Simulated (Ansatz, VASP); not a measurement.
Al2O3: VASP beside Ansatz

```
Al O
1.0
     2.88432    0.00000    0.00000
    -1.44216    2.49790    0.00000
     0.00000    0.00000    8.96328
Al O
2 3
Cartesian
  0.0000 0.0000 1.3444
  0.0000 0.0000 7.6189
  0.0000 1.6653 1.9927
  1.4422 0.8326 0.0000
  0.0000 1.6653 6.9706
```

Change from the starting cell: strain +0.000 along x and y, -0.040 along z, atoms carried along.

Alike in both runs: task single point; functional r2SCAN; k mesh 12 × 12 × 4; occupations gaussian, width 0.05 eV; no spin polarisation.

|  | VASP | Ansatz |
| --- | --- | --- |
| version | VASP 6.6.1 | Ansatz 0.2.0 |
| potentials or method | VASP PAW PBE potentials, release 64 (Al, O), cutoff 520 eV | scalar-relativistic, plane waves, PAW |
| valence electrons in the cell | 24 | 24 |

|  | VASP | Ansatz | Ansatz less VASP |
| --- | --- | --- | --- |
| gap on the k mesh at the Fermi level (eV) | 5.53 | 5.56 | +0.031 |
| least direct gap on the mesh (eV) | 5.77 | 5.80 | +0.028 |
| pressure (GPa) | -0.7 | -0.5 | +0.16 |
| traceless stress, the component that is largest in VASP (GPa) | 6.28 | 6.57 | +0.289 |
| rms of the force components (eV/Å) | 0.246 | 0.244 | -0.0020 |

VASP's potentials were made for PBE, not for r2SCAN. Atom by atom the forces differ by 0.015 eV/Å (rms over components).
